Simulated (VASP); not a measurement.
The system is Mo.

```xyz
2
Lattice="0.0000 2.6283 2.6283 2.6283 0.0000 2.6283 2.6283 2.6283 0.0000" Properties=species:S:1:pos:R:3 pbc="T T T"
Mo    2.6283    2.6283    2.6283
Mo    3.9424    3.9424    3.9424
```

| Property | Result |
| --- | --- |
| Program | VASP 6.6.1 |
| Task | relaxation of cell and atoms |
| Functional | r2SCAN |
| Potentials or basis | VASP PAW PBE potentials, release 64 (Mo_sv) |
| Cutoff | 600 eV |
| k mesh | 6 × 6 × 6 |
| Occupations | gaussian, width 0.1 eV |
| Spin | no spin polarisation |

At the start: pressure 40.4 GPa; volume 18.16 Å³/atom.

Question: How do energy, volume and symmetry change on relaxing?

Answer: Over 5 steps the energy falls by 460.4 meV/atom and the volume is 22.63 Å³/atom (+24.6 %); space group Fd-3m (No. 227, to 0.05 Å).

The path:
| step | energy change (eV) | largest force (eV/Å) | pressure (GPa) | volume (Å³) |
| --- | --- | --- | --- | --- |
| 1 | 0.0000 | 0.0000 | 40.41 | 36.31 |
| 2 | 0.8597 | 0.0000 | -20.15 | 66.08 |
| 3 | -0.9116 | 0.0000 | -2.59 | 46.37 |
| 4 | -0.9202 | 0.0000 | -0.72 | 45.55 |
| 5 | -0.9209 | 0.0000 | 0.00 | 45.25 |

Final structure:
```cif
data_structure
_symmetry_space_group_name_H-M 'P 1'
_symmetry_Int_Tables_number 1
_cell_length_a 3.9999
_cell_length_b 3.9999
_cell_length_c 3.9999
_cell_angle_alpha 60.000
_cell_angle_beta 60.000
_cell_angle_gamma 60.000
_cell_volume 45.25
loop_
_atom_site_label
_atom_site_type_symbol
_atom_site_fract_x
_atom_site_fract_y
_atom_site_fract_z
_atom_site_occupancy
Mo1 Mo 0.50000 0.50000 0.50000 1
Mo2 Mo 0.75000 0.75000 0.75000 1
```

Caveat: the volume moved by over 15 % at a fixed basis, so the end points are rough; the PAW data sets were made with another functional, which shifts forces and pressure a little.
